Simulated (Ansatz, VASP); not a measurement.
# GaPbI3: VASP beside Ansatz

```
CELL_PARAMETERS angstrom
6.32781 0.00000 0.00000
0.00000 6.32781 0.00000
0.00000 0.00000 6.32781
ATOMIC_POSITIONS crystal
Ga 0.00000 0.00000 0.00000
Pb 0.50000 0.50000 0.50000
I 0.00000 0.50000 0.50000
I 0.50000 0.00000 0.50000
I 0.50000 0.50000 0.00000
```

Alike in both runs: functional PBE; k mesh 4 × 4 × 4; occupations gaussian, width 0.02 eV; no spin polarisation.

Ansatz relaxed the structure, and its values are those at the end. VASP's run is a single point on that final structure, the one shown.

```csv
,VASP,Ansatz
version,VASP 6.6.1,Ansatz 0.2.0
potentials or method,"VASP PAW PBE potentials, release 64 (Ga_d, Pb_d, I), cutoff 520 eV","scalar-relativistic, plane waves, PAW"
valence electrons in the cell,48,78
```

|  | VASP | Ansatz | Ansatz less VASP |
| --- | --- | --- | --- |
| gap on the k mesh at the Fermi level (eV) | 1.27 | 1.27 | +0.001 |
| least direct gap on the mesh (eV) | 1.40 | 1.40 | -0.001 |
| pressure (GPa) | 0.0 | 0.0 | +0.01 |

With one functional, cell and mesh, what is left measures potentials, basis and numerics. VASP's potentials hold 48 valence electrons a cell and Ansatz's 78, so a difference there can come from the potentials and not from the codes.

Spin-orbit coupling is off throughout.
